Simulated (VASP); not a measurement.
Ta2O5, 7 atoms in the cell. The structure is monoclinic, space group Cm (No. 8). Conventional cell: a = 7.421 Å, b = 9.551 Å, c = 5.247 Å, α = 90.00°, β = 135.00°, γ = 90.00°. Within 2.3 Å of Ta (site symmetry 1) lie 5 O at 1.73 to 2.11 Å. Within 2.5 Å of O (site symmetry m) lie 2 Ta at 1.88 Å. Within 2.4 Å of O (site symmetry 1) lie 2 Ta at 1.83 to 2.02 Å and 1 O at 2.34 Å. O (site symmetry 1) has 2 Ta at 1.73 to 2.11 Å and 1 O at 2.34 Å within 2.4 Å.  This cell differs from its parent crystal: atoms displaced along a vibrational mode.

* Program: VASP 6.6.1
* Task: single point
* Functional: r2SCAN
* Potentials or basis: VASP PAW PBE potentials, release 64 (Ta_pv, O)
* Cutoff: 520 eV
* k mesh: 8 × 8 × 8
* Occupations: gaussian, width 0.05 eV
* Spin: no spin polarisation
* Dipole correction: no
* Further INCAR settings: ALGO = Normal; EDIFF = 1e-06; NBANDS = 35

Potentials or basis: VASP PAW PBE potentials, release 64 (Ta_pv, O).

Run with:

```sh
$ cat potpaw_PBE.64/Ta_pv/POTCAR potpaw_PBE.64/O/POTCAR > POTCAR
$ cp INCAR.step1 INCAR
$ mpirun -np 1 vasp_std > vasp.out
$ cp INCAR.step2 INCAR
$ mpirun -np 1 vasp_std > vasp.out
```

Hardware: 1 thread of Oxide Virtual Turin-like Processor, on a shared host.

Task: Estimate the wall time of this run.

Result: It took 110 min on 1 thread of Oxide Virtual Turin-like Processor (shared host), peak memory 0.68 GiB. Counts: k points 150.
